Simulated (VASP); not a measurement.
# NbRu3 (Pm-3m) in VASP: further runs

Runs on NbRu3. Level: LDA. Tasks: electric field gradients.

Everything below comes from runs of VASP 6.6.1. Logs are shortened: lines on timing, memory, paths and dates and some standing lists are left out, and cuts for length are marked.

### Step 1. The cell of the first run

The structure is cubic, space group Pm-3m (No. 221). Conventional cell: a = 3.854 Å, b = 3.854 Å, c = 3.854 Å, α = 90.00°, β = 90.00°, γ = 90.00°. Nb (site symmetry m-3m) has 12 Ru at 2.73 Å within 3.6 Å. Ru (site symmetry 4/mmm) has 4 Nb at 2.73 Å and 8 Ru at 2.73 Å within 3.6 Å.

### Step 2. Electric field gradients, LDA (14.31 Å³/atom)

File INCAR:

```
PREC     = Accurate       # precision mode
ENCUT    = 520            # plane-wave cutoff, eV
EDIFF    = 1E-8           # SCF threshold, eV
ISMEAR   = -1             # smearing method
SIGMA    = 0.05           # smearing width, eV
LREAL    = F              # projectors in reciprocal space
LASPH    = T              # aspherical terms in the spheres
NELM     = 80             # most SCF steps
ALGO     = Normal         # electronic algorithm
ISIF     = 2              # what is computed and relaxed
LWAVE    = F              # write WAVECAR
LCHARG   = F              # write CHGCAR
LEFG     = T            
NBANDS   = 36             # bands
```

File KPOINTS:

```
regular mesh
0
Gamma
  9 9 9
```

File POSCAR:

```
NbRu3
1.0
    3.8539589469      0.0000000000      0.0000000000
    0.0000000000      3.8539589469      0.0000000000
    0.0000000000      0.0000000000      3.8539589469
Nb Ru
1 3
Direct
    0.0000000000      0.0000000000      0.0000000000
    0.0000000000      0.5000000000      0.5000000000
    0.5000000000      0.0000000000      0.5000000000
    0.5000000000      0.5000000000      0.0000000000
```

Potentials or basis: VASP PAW LDA potentials, release 64 (Nb_sv, Ru_pv).

The run is started by

```
cat potpaw_LDA.64/Nb_sv/POTCAR potpaw_LDA.64/Ru_pv/POTCAR > POTCAR
mpirun -np 1 vasp_std > vasp.out
```

OUTCAR:

```text
PREC = Accurate
   ENCUT = 520
   EDIFF = 1E-8
   ISMEAR = -1
   LREAL = F
   LASPH = T
   NELM = 80
   ISIF = 2

 ion  position               nearest neighbor table
   1  0.000  0.000  0.000-   2 2.73   3 2.73   4 2.73   2 2.73   3 2.73   2 2.73   4 2.73   2 2.73
                             3 2.73   4 2.73   3 2.73   4 2.73
   2  0.000  0.500  0.500-   1 2.73   3 2.73   4 2.73   1 2.73   4 2.73   1 2.73   3 2.73   1 2.73
                             3 2.73   4 2.73   4 2.73   3 2.73
   3  0.500  0.000  0.500-   1 2.73   2 2.73   4 2.73   1 2.73   4 2.73   2 2.73   4 2.73   4 2.73
                             1 2.73   2 2.73   1 2.73   2 2.73
   4  0.500  0.500  0.000-   1 2.73   2 2.73   3 2.73   2 2.73   3 2.73   1 2.73   3 2.73   3 2.73
                             1 2.73   2 2.73   2 2.73   1 2.73

  LATTYP: Found a simple cubic cell.
 ALAT       =     3.8539589469

  Lattice vectors:

 A1 = (   3.8539589469,   0.0000000000,   0.0000000000)
 A2 = (   0.0000000000,   3.8539589469,   0.0000000000)
 A3 = (   0.0000000000,   0.0000000000,   3.8539589469)

Analysis of symmetry for initial positions (statically):
=====================================================================
 Subroutine PRICEL returns:
 Original cell was already a primitive cell.

 Routine SETGRP: Setting up the symmetry group for a
 simple cubic supercell.

 Subroutine GETGRP returns: Found 48 space group operations
 (whereof 48 operations were pure point group operations)
 out of a pool of 48 trial point group operations.

The static configuration has the point symmetry O_h .

Analysis of symmetry for dynamics (positions and initial velocities):
=====================================================================
 Subroutine PRICEL returns:
 Original cell was already a primitive cell.

 Routine SETGRP: Setting up the symmetry group for a
 simple cubic supercell.

 Subroutine GETGRP returns: Found 48 space group operations
 (whereof 48 operations were pure point group operations)
 out of a pool of 48 trial point group operations.

The dynamic configuration has the point symmetry O_h .

 Subroutine INISYM returns: Found 48 space group operations
 (whereof 48 operations are pure point group operations),
 and found     1 'primitive' translations

----------------------------------------------------------------------------------------

                                     Primitive cell

  volume of cell :      57.2429

  direct lattice vectors                    reciprocal lattice vectors
     3.853958947  0.000000000  0.000000000     0.259473444  0.000000000  0.000000000
     0.000000000  3.853958947  0.000000000     0.000000000  0.259473444  0.000000000
     0.000000000  0.000000000  3.853958947     0.000000000  0.000000000  0.259473444

  length of vectors
     3.853958947  3.853958947  3.853958947     0.259473444  0.259473444  0.259473444

  position of ions in fractional coordinates (direct lattice)
     0.000000000  0.000000000  0.000000000
     0.000000000  0.500000000  0.500000000
     0.500000000  0.000000000  0.500000000
     0.500000000  0.500000000  0.000000000

  ion indices of the primitive-cell ions
   primitive index   ion index
                 1           1
                 2           2
                 3           3
                 4           4

----------------------------------------------------------------------------------------

 KPOINTS: regular mesh

Automatic generation of k-mesh.
 Grid dimensions read from file:
 generate k-points for:    9    9    9

 Generating k-lattice:

  Cartesian coordinates                     Fractional coordinates (reciprocal lattice)
     0.028830383  0.000000000  0.000000000     0.111111111  0.000000000  0.000000000
     0.000000000  0.028830383  0.000000000     0.000000000  0.111111111  0.000000000
     0.000000000  0.000000000  0.028830383     0.000000000  0.000000000  0.111111111

  Length of vectors
     0.028830383  0.028830383  0.028830383

  Shift w.r.t. Gamma in fractional coordinates (k-lattice)
     0.000000000  0.000000000  0.000000000

 Subroutine IBZKPT returns following result:
 ===========================================

 Found     35 irreducible k-points:

 Following reciprocal coordinates:
            Coordinates               Weight
  0.000000  0.000000  0.000000      1.000000
  0.111111  0.000000  0.000000      6.000000
  0.222222  0.000000  0.000000      6.000000
  0.333333  0.000000  0.000000      6.000000
  0.444444  0.000000  0.000000      6.000000
  0.111111  0.111111  0.000000     12.000000
[... 16 lines left out ...]
  0.333333  0.333333  0.111111     24.000000
  0.444444  0.333333  0.111111     48.000000
 [... further k-points ...]
   k-points           NKPTS =     35   k-points in BZ     NKDIM =     35   number of bands    NBANDS=     36
   number of dos      NEDOS =    301   number of ions     NIONS =      4
   total plane-waves  NPLWV =  27000
   dimension x,y,z NGX =    30 NGY =   30 NGZ =   30
   dimension x,y,z NGXF=    60 NGYF=   60 NGZF=   60
   ions per type =               1   3
   NGX,Y,Z   is equivalent  to a cutoff of  12.94, 12.94, 12.94 a.u.
   NGXF,Y,Z  is equivalent  to a cutoff of  25.88, 25.88, 25.88 a.u.
 SYSTEM =  unknown system
   PREC   = accura    normal or accurate (medium, high low for compatibility)
   ISTART =      0    job   : 0-new  1-cont  2-samecut
   ICHARG =      2    charge: 1-file 2-atom 10-const
   ISPIN  =      1    spin polarized calculation?
   LNONCOLLINEAR =      F non collinear calculations
   LSORBIT =      F    spin-orbit coupling
   LASPH  =      T    aspherical Exc in radial PAW
   ENCUT  =  520.0 eV  38.22 Ry    6.18 a.u.   7.17  7.17  7.17*2*pi/ulx,y,z
   NELM   =     80;   NELMIN=  2; NELMDL= -5     # of ELM steps
   EDIFF  = 0.1E-07   stopping-criterion for ELM
   LREAL  =      F    real-space projection
   EDIFFG = 0.1E-06   stopping-criterion for IOM
   NSW    =      0    number of steps for IOM
   IBRION =     -1    ionic relax: 0-MD 1-quasi-New 2-CG
   NFREE  =      0    steps in history (QN), initial steepest desc. (CG)
   ISIF   =      2    stress and relaxation
   ISYM   =      2    0-nonsym 1-usesym 2-fastsym
   POTIM  = 0.5000    time-step for ionic-motion
   TEBEG  =    0.0;   TEEND  =   0.0 temperature during run
   PSTRESS=    0.0 pullay stress
   NELECT =      55.0000    total number of electrons
   NUPDOWN=      -1.0000    fix difference up-down
   EMIN   =  10.00;   EMAX   =-10.00  energy-range for DOS
   EFERMI =   0.00;   METHOD = LEGACY
   ISMEAR =    -1;   SIGMA  =   0.05  broadening in eV -4-tet -1-fermi 0-gaus
   EFERMI_NEDOS =   21; number of points for ismear=-14 and -15
   IALGO  =     38    algorithm
   IMIX   =      4    mixing-type and parameters
     AMIX     =   0.40;   BMIX     =  1.00
     AMIX_MAG =   1.60;   BMIX_MAG =  1.00
  volume/ion in A,a.u.               =      14.31        96.57
  Fermi-wavevector in a.u.,A,eV,Ry     =   1.615432  3.052724 35.506037  2.609620
  Thomas-Fermi vector in A             =   2.710181
   LORBIT       =      0    0 simple, 1 ext, 2 COOP (PROOUT), +10 PAW based schemes
   GGA     = CA    functional components
   LHFCALC =     F    Hartree Fock is set to
   AEXX    =    0.0000 exact exchange contribution
   IVDW    =     0    specifies the selected vdW correction
   LEPSILON=     F    determine dielectric tensor
   LRPA    =     F    only Hartree local field effects (RPA)
 non-spin polarized calculation
  energy-cutoff  :      520.00
  volume of cell :       57.24
 maximum number of plane-waves:      1562
 NGX is ok and might be reduce to    30
   NGX = 15   NGY = 15   NGZ = 15

 number of electron      55.0000027 magnetization

 Free energy of the ion-electron system (eV)
  ---------------------------------------------------
  ext. energy  EPLUGINS =         0.00000000
  ---------------------------------------------------
  free energy    TOTEN  =       -43.82524336 eV

  energy without entropy =      -43.78164739  energy(sigma->0) =      -43.80344537

 E-fermi :  12.3694     XC(G=0): -14.0293

 val. band max:       12.3473502581   @ k =   0.3333   0.2222   0.1111
 cond. band min:      12.3774053349   @ k =   0.4444   0.4444   0.3333
 fundamental gap:      0.0300550768
 Fermi energy:        12.3694431768

 k-point     1 :       0.0000    0.0000    0.0000
  band No.  band energies     occupation
      1     -42.0238      2.00000
      2     -30.1943      2.00000
      3     -30.1943      2.00000
      4     -30.1943      2.00000
      5     -29.7797      2.00000
      6     -29.7797      2.00000
[... 28 lines left out ...]
     35      17.2382      0.00000
     36      17.2382      0.00000

 k-point     2 :       0.1111    0.0000    0.0000
  band No.  band energies     occupation
      1     -42.0241      2.00000
      2     -30.1832      2.00000
      3     -30.1832      2.00000
      4     -30.1758      2.00000
      5     -29.7833      2.00000
      6     -29.7833      2.00000
[... 28 lines left out ...]
     35      17.2260      0.00000
     36      18.1677      0.00000

 k-point     3 :       0.2222    0.0000    0.0000
  band No.  band energies     occupation
      1     -42.0247      2.00000
      2     -30.1526      2.00000
      3     -30.1526      2.00000
      4     -30.1226      2.00000
      5     -29.7952      2.00000
      6     -29.7952      2.00000
[... 28 lines left out ...]
     35      17.1985      0.00000
     36      19.6841      0.00000
[... 742 lines left out ...]
 k-point    23 :       0.3333    0.3333    0.1111
  band No.  band energies     occupation
      1     -42.0244      2.00000
      2     -30.1923      2.00000
      3     -30.0378      2.00000
      4     -29.9527      2.00000
      5     -29.9517      2.00000
      6     -29.8463      2.00000
[... 28 lines left out ...]
     35      17.1192      0.00000
     36      18.6423      0.00000

 k-point    24 :       0.4444    0.3333    0.1111
  band No.  band energies     occupation
      1     -42.0241      2.00000
      2     -30.1863      2.00000
      3     -30.0677      2.00000
      4     -29.9438      2.00000
      5     -29.9394      2.00000
      6     -29.8703      2.00000
[... 28 lines left out ...]
     35      16.3985      0.00000
     36      19.1025      0.00000

 [... further k-points ...]
[... 5 lines left out ...]
  --------------------------------------------------------------------------------------
  -------------------------------------------------------------------------------------
  Total       -1.9527347     -1.9527347     -1.9527347      0.0000000     -0.0000000      0.0000000
  in kB      -54.6553358    -54.6553358    -54.6553358      0.0000000     -0.0000000      0.0000000
  external PRESSURE =     -54.6553358 kB  Pullay stress =       0.0000000 kB

 VOLUME and BASIS-vectors are now :
 -----------------------------------------------------------------------------
  energy-cutoff  :      520.00
  volume of cell :       57.24
      direct lattice vectors                 reciprocal lattice vectors
     3.853958947  0.000000000  0.000000000     0.259473444  0.000000000  0.000000000
     0.000000000  3.853958947  0.000000000     0.000000000  0.259473444  0.000000000
     0.000000000  0.000000000  3.853958947     0.000000000  0.000000000  0.259473444

 POSITION                                       TOTAL-FORCE (eV/Angst)
 -----------------------------------------------------------------------------------
      0.00000      0.00000      0.00000         0.000000      0.000000      0.000000
      0.00000      1.92698      1.92698         0.000000      0.000000      0.000000
      1.92698      0.00000      1.92698         0.000000      0.000000      0.000000
      1.92698      1.92698      0.00000         0.000000      0.000000      0.000000
 -----------------------------------------------------------------------------------
    total drift:                                0.000000      0.000000     -0.000000

  FREE ENERGIE OF THE ION-ELECTRON SYSTEM (eV)
  ---------------------------------------------------
  free  energy   TOTEN  =       -43.8252433558 eV

  energy  without entropy=      -43.7816473932  energy(sigma->0) =      -43.80344537

 Electric field gradients (V/A^2)
---------------------------------------------------------------------
 ion       V_xx      V_yy      V_zz      V_xy      V_xz      V_yz
---------------------------------------------------------------------
   1      -0.000    -0.000    -0.000    -0.000     0.000     0.000
   2     -16.216     8.108     8.108     0.000     0.000    -0.000
   3       8.108   -16.216     8.108     0.000     0.000     0.000
   4       8.108     8.108   -16.216     0.000     0.000     0.000
---------------------------------------------------------------------

 Electric field gradients after diagonalization (V/A^2)
 (convention: |V_zz| > |V_xx| > |V_yy|)
----------------------------------------------------------------------
 ion       V_xx      V_yy      V_zz     asymmetry (V_yy - V_xx)/ V_zz
----------------------------------------------------------------------
   1      -0.000    -0.000    -0.000      -0.193
   2       8.108     8.108   -16.216       0.000
   3       8.108     8.108   -16.216       0.000
   4       8.108     8.108   -16.216       0.000
----------------------------------------------------------------------

           NMR quadrupolar parameters

 Cq : quadrupolar parameter    Cq=e*Q*V_zz/h
 eta: asymmetry parameters     (V_yy - V_xx)/ V_zz
 Q  : nuclear electric quadrupole moment in mb (millibarn)
----------------------------------------------------------------------
 ion       Cq(MHz)       eta       Q (mb)
----------------------------------------------------------------------
   1      -0.000      -0.193       1.000
   2      -0.039       0.000       1.000
   3      -0.039       0.000       1.000
   4      -0.039       0.000       1.000
----------------------------------------------------------------------
```

It took 88 s on 1 thread of Intel Xeon 8259CL, shared host; peak memory 0.19 GiB.

Results:

- Free energy: -43.8252 eV
- Pressure: -5.5 GPa
- Band gap on the k mesh: zero (an odd number of electrons rules out a gap without spin polarisation)
- Largest electric field gradient by atom: Nb -0.0; Ru -16.2 V/Å²

Levels at points of the mesh, in eV from the Fermi level:
| k point | band 24 | band 25 | band 26 | band 27 | band 28 | band 29 | band 30 | band 31 | band 32 | band 33 |
| --- | --- | --- | --- | --- | --- | --- | --- | --- | --- | --- |
| (0.00, 0.00, 0.00) | 0.50 | 0.50 | 1.85 | 2.39 | 2.39 | 2.39 | 3.74 | 3.74 | 4.08 | 4.08 |

Electric field gradients, principal values (V/Å²):
```csv
atom,least,middle,greatest (by size)
1 Nb,0.000,0.000,0.000
2 Ru,8.108,8.108,-16.216
3 Ru,8.108,8.108,-16.216
4 Ru,8.108,8.108,-16.216
```

Caveat: the cell stands under tension; without QUAD_EFG the Cq values of the log hold for a quadrupole moment of 1 mb, not for the nuclei.

(Continued in part 2 of 2.)

The gap in the log of VASP goes by the Fermi energy; the results here count the filled bands.